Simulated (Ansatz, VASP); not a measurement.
One calculation of Hf, two programs

```
Hf
1.0
    -1.78900    1.78900    1.78900
     1.78900   -1.78900    1.78900
     1.78900    1.78900   -1.78900
Hf
1
Direct
  0.00000 0.00000 0.00000
```

Alike in both runs: functional BLYP; k mesh 12 × 12 × 12; occupations fermi-dirac, width 0.1 eV; no spin polarisation.

Ansatz relaxed the structure, and its values are those at the end. VASP's run is a single point on that final structure, the one shown.

```csv
,VASP,Ansatz
version,VASP 6.6.1,Ansatz 0.2.0
potentials or method,"VASP PAW PBE potentials, release 64 (Hf_pv), cutoff 520 eV","plane waves (420 eV) with PAW, scalar-relativistic"
valence electrons in the cell,10,26
```

|  | VASP | Ansatz | Ansatz less VASP |
| --- | --- | --- | --- |
| pressure (GPa) | 0.0 | 0.0 | -0.04 |

VASP's potentials were made for PBE, not for BLYP. VASP's potentials hold 10 valence electrons a cell and Ansatz's 26, so a difference there can come from the potentials and not from the codes.

Spin-orbit coupling is off throughout.
